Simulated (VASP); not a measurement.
Crystal: Al2BP3.

```
B Al P
1.0
     3.45765    0.00000    0.00000
    -1.72882    2.99441    0.00000
     0.00000    0.00000    8.46947
B Al P
1 2 3
Direct
  0.00000 0.00000 0.00000
  0.66667 0.33333 0.66667
  0.33333 0.66667 0.33333
  0.66667 0.33333 0.91667
  0.33333 0.66667 0.58333
  0.00000 0.00000 0.25000
```

```yaml
Program: VASP 6.6.1
Task: relaxation of cell and atoms
Functional: PBE
Potentials_or_basis: VASP PAW PBE potentials, release 64 (B, Al, P)
Cutoff: 600 eV
k_mesh: 12 × 12 × 4
Occupations: fermi-dirac, width 0.02 eV
Spin: no spin polarisation
```

At the start: pressure 33.3 GPa; volume 14.61 Å³/atom.

Q: Where does the relaxation end?

A: Over 15 steps the energy falls by 442.4 meV/atom and the volume is 17.82 Å³/atom (+21.9 %); space group P3m1 (No. 156, to 0.1 Å) before and after.

The path:
| step | energy change (eV) | largest force (eV/Å) | pressure (GPa) | volume (Å³) |
| --- | --- | --- | --- | --- |
| 1 | 0.0000 | 4.7284 | 33.28 | 87.69 |
| 2 | -1.2081 | 1.4714 | -12.97 | 132.13 |
| 3 | -2.4010 | 1.1961 | -1.95 | 110.03 |
| 4 | -2.4030 | 1.2581 | -1.41 | 109.39 |
| 5 | -2.4028 | 1.3041 | -1.00 | 108.92 |
| 6 | -2.5697 | 0.6218 | -0.51 | 108.07 |
| 7 | -2.6113 | 0.6989 | 0.19 | 107.40 |
| 8 | -2.6499 | 0.2858 | -0.20 | 107.34 |
| 9 | -2.6500 | 0.2813 | -0.19 | 107.34 |
| 10 | -2.6542 | 0.0388 | -0.07 | 107.01 |
| 11 | -2.6542 | 0.0385 | -0.08 | 107.00 |
| 12 | -2.6545 | 0.0160 | 0.06 | 106.83 |
| 13 | -2.6545 | 0.0142 | 0.07 | 106.82 |
| 14 | -2.6545 | 0.0045 | -0.03 | 106.93 |
| 15 | -2.6546 | 0.0033 | 0.00 | 106.90 |

Final structure:
```xyz
6
Lattice="3.6675 0.0000 0.0000 -1.8337 3.1761 0.0000 0.0000 0.0000 9.1773" Properties=species:S:1:pos:R:3 pbc="T T T"
B     0.0000    0.0000    0.0596
Al    1.8337    1.0587    6.2407
Al    0.0000    2.1174    2.9594
P     1.8337    1.0587    8.6233
P     0.0000    2.1174    5.3197
P     0.0000    0.0000    2.0348
```

Caveat: the volume moved by over 15 % at a fixed basis, so the end points are rough.
